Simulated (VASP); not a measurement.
# Ba (Pm-3m) in VASP: a series of runs

Ba is run at these levels: LDA; tasks: single point.

All numbers are computed with VASP 6.6.1; they aren't measurements. Logs are shortened: lines on timing, memory, paths and dates and some standing lists are left out, and cuts for length are marked.

## (1) The cell of the first run

It takes space group Pm-3m (No. 221, cubic). Conventional cell: a = 3.701 Å, b = 3.701 Å, c = 3.701 Å, α = 90.00°, β = 90.00°, γ = 90.00°. Within 4.9 Å of Ba (site symmetry m-3m) lie 6 Ba at 3.70 Å.

This isn't the form of Ba at room conditions, which is bcc.

## (2) Single point, LDA (50.71 Å³/atom)

INCAR reads:

```
PREC = Accurate
ENCUT = 520
EDIFF = 1E-6
ISMEAR = -1
SIGMA = 0.1
LREAL = False
LASPH = True
NELM = 60
ALGO = Normal
ISIF = 2
LWAVE = False
LCHARG = False
GGA = CA
NBANDS = 11
```

KPOINTS reads:

```
regular mesh
0
Gamma
  10 10 10
```

POSCAR reads:

```
Ba
1.0
    3.7014042949      0.0000000000      0.0000000000
    0.0000000000      3.7014042949      0.0000000000
    0.0000000000      0.0000000000      3.7014042949
Ba
1
Direct
    0.0000000000      0.0000000000      0.0000000000
```

Potentials or basis: VASP PAW LDA potentials, release 64 (Ba_sv).

Started as:

```console
$ cat potpaw_LDA.64/Ba_sv/POTCAR > POTCAR
$ mpirun -np 1 vasp_std > vasp.out
```

OUTCAR:

```text
PREC = Accurate
   ENCUT = 520
   EDIFF = 1E-6
   ISMEAR = -1
   LREAL = False
   LASPH = True
   NELM = 60
   ISIF = 2
   GGA = CA

 ion  position               nearest neighbor table
   1  0.000  0.000  0.000-

  LATTYP: Found a simple cubic cell.
 ALAT       =     3.7014042949

  Lattice vectors:

 A1 = (   3.7014042949,   0.0000000000,   0.0000000000)
 A2 = (   0.0000000000,   3.7014042949,   0.0000000000)
 A3 = (   0.0000000000,   0.0000000000,   3.7014042949)

Analysis of symmetry for initial positions (statically):
=====================================================================
 Subroutine PRICEL returns:
 Original cell was already a primitive cell.

 Routine SETGRP: Setting up the symmetry group for a
 simple cubic supercell.

 Subroutine GETGRP returns: Found 48 space group operations
 (whereof 48 operations were pure point group operations)
 out of a pool of 48 trial point group operations.

The static configuration has the point symmetry O_h .

Analysis of symmetry for dynamics (positions and initial velocities):
=====================================================================
 Subroutine PRICEL returns:
 Original cell was already a primitive cell.

 Routine SETGRP: Setting up the symmetry group for a
 simple cubic supercell.

 Subroutine GETGRP returns: Found 48 space group operations
 (whereof 48 operations were pure point group operations)
 out of a pool of 48 trial point group operations.

The dynamic configuration has the point symmetry O_h .

 Subroutine INISYM returns: Found 48 space group operations
 (whereof 48 operations are pure point group operations),
 and found     1 'primitive' translations

----------------------------------------------------------------------------------------

                                     Primitive cell

  volume of cell :      50.7107

  direct lattice vectors                    reciprocal lattice vectors
     3.701404295  0.000000000  0.000000000     0.270167731  0.000000000  0.000000000
     0.000000000  3.701404295  0.000000000     0.000000000  0.270167731  0.000000000
     0.000000000  0.000000000  3.701404295     0.000000000  0.000000000  0.270167731

  length of vectors
     3.701404295  3.701404295  3.701404295     0.270167731  0.270167731  0.270167731

  position of ions in fractional coordinates (direct lattice)
     0.000000000  0.000000000  0.000000000

  ion indices of the primitive-cell ions
   primitive index   ion index
                 1           1

----------------------------------------------------------------------------------------

 KPOINTS: regular mesh

Automatic generation of k-mesh.
 Grid dimensions read from file:
 generate k-points for:   10   10   10

 Generating k-lattice:

  Cartesian coordinates                     Fractional coordinates (reciprocal lattice)
     0.027016773  0.000000000  0.000000000     0.100000000  0.000000000  0.000000000
     0.000000000  0.027016773  0.000000000     0.000000000  0.100000000  0.000000000
     0.000000000  0.000000000  0.027016773     0.000000000  0.000000000  0.100000000

  Length of vectors
     0.027016773  0.027016773  0.027016773

  Shift w.r.t. Gamma in fractional coordinates (k-lattice)
     0.000000000  0.000000000  0.000000000

 Subroutine IBZKPT returns following result:
 ===========================================

 Found     56 irreducible k-points:

 Following reciprocal coordinates:
            Coordinates               Weight
  0.000000  0.000000  0.000000      1.000000
  0.100000  0.000000  0.000000      6.000000
  0.200000  0.000000  0.000000      6.000000
  0.300000  0.000000  0.000000      6.000000
  0.400000  0.000000  0.000000      6.000000
  0.500000  0.000000  0.000000      3.000000
[... 16 lines left out ...]
  0.200000  0.100000  0.100000     24.000000
  0.300000  0.100000  0.100000     24.000000
 [... further k-points ...]
   k-points           NKPTS =     56   k-points in BZ     NKDIM =     56   number of bands    NBANDS=     11
   number of dos      NEDOS =    301   number of ions     NIONS =      1
   total plane-waves  NPLWV =  21952
   dimension x,y,z NGX =    28 NGY =   28 NGZ =   28
   dimension x,y,z NGXF=    56 NGYF=   56 NGZF=   56
   ions per type =               1
   NGX,Y,Z   is equivalent  to a cutoff of  12.58, 12.58, 12.58 a.u.
   NGXF,Y,Z  is equivalent  to a cutoff of  25.15, 25.15, 25.15 a.u.
 SYSTEM =  unknown system
   PREC   = accura    normal or accurate (medium, high low for compatibility)
   ISTART =      0    job   : 0-new  1-cont  2-samecut
   ICHARG =      2    charge: 1-file 2-atom 10-const
   ISPIN  =      1    spin polarized calculation?
   LNONCOLLINEAR =      F non collinear calculations
   LSORBIT =      F    spin-orbit coupling
   LASPH  =      T    aspherical Exc in radial PAW
   ENCUT  =  520.0 eV  38.22 Ry    6.18 a.u.   6.88  6.88  6.88*2*pi/ulx,y,z
   NELM   =     60;   NELMIN=  2; NELMDL= -5     # of ELM steps
   EDIFF  = 0.1E-05   stopping-criterion for ELM
   LREAL  =      F    real-space projection
   EDIFFG = 0.1E-04   stopping-criterion for IOM
   NSW    =      0    number of steps for IOM
   IBRION =     -1    ionic relax: 0-MD 1-quasi-New 2-CG
   NFREE  =      0    steps in history (QN), initial steepest desc. (CG)
   ISIF   =      2    stress and relaxation
   ISYM   =      2    0-nonsym 1-usesym 2-fastsym
   POTIM  = 0.5000    time-step for ionic-motion
   TEBEG  =    0.0;   TEEND  =   0.0 temperature during run
   PSTRESS=    0.0 pullay stress
   NELECT =      10.0000    total number of electrons
   NUPDOWN=      -1.0000    fix difference up-down
   EMIN   =  10.00;   EMAX   =-10.00  energy-range for DOS
   EFERMI =   0.00;   METHOD = LEGACY
   ISMEAR =    -1;   SIGMA  =   0.10  broadening in eV -4-tet -1-fermi 0-gaus
   EFERMI_NEDOS =   21; number of points for ismear=-14 and -15
   IALGO  =     38    algorithm
   IMIX   =      4    mixing-type and parameters
     AMIX     =   0.40;   BMIX     =  1.00
     AMIX_MAG =   1.60;   BMIX_MAG =  1.00
  volume/ion in A,a.u.               =      50.71       342.21
  Fermi-wavevector in a.u.,A,eV,Ry     =   0.952888  1.800696 12.354017  0.907995
  Thomas-Fermi vector in A             =   2.081492
   LORBIT       =      0    0 simple, 1 ext, 2 COOP (PROOUT), +10 PAW based schemes
   GGA     = CA    functional components
   LHFCALC =     F    Hartree Fock is set to
   AEXX    =    0.0000 exact exchange contribution
   IVDW    =     0    specifies the selected vdW correction
   LEPSILON=     F    determine dielectric tensor
   LRPA    =     F    only Hartree local field effects (RPA)
 non-spin polarized calculation
  energy-cutoff  :      520.00
  volume of cell :       50.71
 maximum number of plane-waves:      1406
 NGX is ok and might be reduce to    28
   NGX = 13   NGY = 13   NGZ = 13

 number of electron      10.0000000 magnetization

 number of electron       9.9999999 magnetization

 Free energy of the ion-electron system (eV)
  ---------------------------------------------------
  ext. energy  EPLUGINS =         0.00000000
  ---------------------------------------------------
  free energy    TOTEN  =        -1.97610724 eV

  energy without entropy =       -1.93523283  energy(sigma->0) =       -1.95567003

 E-fermi :   2.1244     XC(G=0):  -8.3351

 val. band max:        2.1008581022   @ k =   0.5000   0.2000   0.2000
 cond. band min:       2.1430223661   @ k =   0.1000   0.1000   0.0000
 fundamental gap:      0.0421642638
 Fermi energy:         2.1244063179

 k-point     1 :       0.0000    0.0000    0.0000
  band No.  band energies     occupation
      1     -26.7461      2.00000
      2     -11.3502      2.00000
      3     -11.3502      2.00000
      4     -11.3502      2.00000
      5      -0.4606      2.00000
      6       1.9440      1.71735
      7       1.9440      1.71735
      8       8.0329      0.00000
      9       8.0329      0.00000
     10       8.0329      0.00000
     11      10.9144      0.00000

 k-point     2 :       0.1000    0.0000    0.0000
  band No.  band energies     occupation
      1     -26.7344      2.00000
      2     -11.4854      2.00000
      3     -11.3388      2.00000
      4     -11.3388      2.00000
      5      -0.2736      2.00000
      6       1.9996      1.55394
      7       2.1745      0.75447
      8       7.5152      0.00000
      9       7.5152      0.00000
     10       8.0644      0.00000
     11      10.1922      0.00000

 k-point     3 :       0.2000    0.0000    0.0000
  band No.  band energies     occupation
      1     -26.7035      2.00000
      2     -11.8186      2.00000
      3     -11.3087      2.00000
      4     -11.3087      2.00000
      5       0.1860      2.00000
      6       2.1535      0.85547
      7       2.8045      0.00222
      8       6.6030      0.00000
      9       6.6030      0.00000
     10       8.1491      0.00000
     11       9.1146      0.00000

 k-point     4 :       0.3000    0.0000    0.0000
  band No.  band energies     occupation
      1     -26.6647      2.00000
      2     -12.1964      2.00000
      3     -11.2711      2.00000
      4     -11.2711      2.00000
      5       0.7515      2.00000
      6       2.3636      0.16755
      7       3.4763      0.00000
      8       5.8116      0.00000
      9       5.8116      0.00000
     10       8.2587      0.00000
     11       8.6627      0.00000

 k-point     5 :       0.4000    0.0000    0.0000
  band No.  band energies     occupation
      1     -26.6329      2.00000
      2     -12.4800      2.00000
      3     -11.2402      2.00000
      4     -11.2402      2.00000
      5       1.2950      1.99950
      6       2.5542      0.02683
      7       3.6263      0.00000
      8       5.2982      0.00000
      9       5.2982      0.00000
     10       8.3518      0.00000
     11       9.4178      0.00000
[... 211 lines left out ...]
 k-point    21 :       0.5000    0.5000    0.0000
  band No.  band energies     occupation
      1     -26.4994      2.00000
      2     -12.3904      2.00000
      3     -12.3904      2.00000
      4     -11.1142      2.00000
      5       0.7618      2.00000
      6       2.9646      0.00045
      7       5.7518      0.00000
      8       5.7518      0.00000
      9       6.4742      0.00000
     10       6.4742      0.00000
     11       9.9417      0.00000

 k-point    22 :       0.1000    0.1000    0.1000
  band No.  band energies     occupation
      1     -26.7111      2.00000
      2     -11.4785      2.00000
      3     -11.4521      2.00000
      4     -11.4521      2.00000
      5       0.1039      2.00000
      6       2.3672      0.16217
      7       2.3672      0.16217
      8       6.7850      0.00000
      9       7.1505      0.00000
     10       7.1505      0.00000
     11      11.1233      0.00000

 k-point    23 :       0.2000    0.1000    0.1000
  band No.  band energies     occupation
      1     -26.6803      2.00000
      2     -11.7913      2.00000
      3     -11.4359      2.00000
      4     -11.4205      2.00000
      5       0.5601      2.00000
      6       2.5174      0.03852
      7       2.9723      0.00042
      8       6.0266      0.00000
      9       6.1749      0.00000
     10       7.2031      0.00000
     11      10.1251      0.00000

 k-point    24 :       0.3000    0.1000    0.1000
  band No.  band energies     occupation
      1     -26.6418      2.00000
      2     -12.1647      2.00000
      3     -11.3956      2.00000
      4     -11.3809      2.00000
      5       1.1124      1.99992
      6       2.7288      0.00473
      7       3.4449      0.00000
      8       5.3225      0.00000
      9       5.7007      0.00000
     10       7.3496      0.00000
     11       9.4192      0.00000

 [... further k-points ...]

------------------------ aborting loop because EDIFF is reached ----------------------------------------

  FORCE on cell =-STRESS in cart. coord.  units (eV):
  Direction    XX          YY          ZZ          XY          YZ          ZX
  --------------------------------------------------------------------------------------
  -------------------------------------------------------------------------------------
  Total        0.0901550      0.0901550      0.0901550     -0.0000000     -0.0000000      0.0000000
  in kB        2.8483987      2.8483987      2.8483987     -0.0000000     -0.0000000      0.0000000
  external PRESSURE =       2.8483987 kB  Pullay stress =       0.0000000 kB

 VOLUME and BASIS-vectors are now :
 -----------------------------------------------------------------------------
  energy-cutoff  :      520.00
  volume of cell :       50.71
      direct lattice vectors                 reciprocal lattice vectors
     3.701404295  0.000000000  0.000000000     0.270167731  0.000000000  0.000000000
     0.000000000  3.701404295  0.000000000     0.000000000  0.270167731  0.000000000
     0.000000000  0.000000000  3.701404295     0.000000000  0.000000000  0.270167731

 POSITION                                       TOTAL-FORCE (eV/Angst)
 -----------------------------------------------------------------------------------
      0.00000      0.00000      0.00000         0.000000      0.000000      0.000000
 -----------------------------------------------------------------------------------
    total drift:                               -0.000000      0.000000     -0.000000

  FREE ENERGIE OF THE ION-ELECTRON SYSTEM (eV)
  ---------------------------------------------------
  free  energy   TOTEN  =        -1.9761072365 eV

  energy  without entropy=       -1.9352328283  energy(sigma->0) =       -1.95567003
```

Run time: 23 s. Hardware: 1 thread of Intel Xeon 8259CL, shared host; peak memory 0.16 GiB.

Results:

| Property | Result |
| --- | --- |
| Free energy | -1.9761 eV |
| Pressure | 0.3 GPa |
| Band gap on the k mesh | zero (bands 5 and 6 overlap by 0.34 eV) |

Caveat: spin-orbit coupling is left out, which moves the levels of the heavy elements.

(Continued in part 2 of 2.)
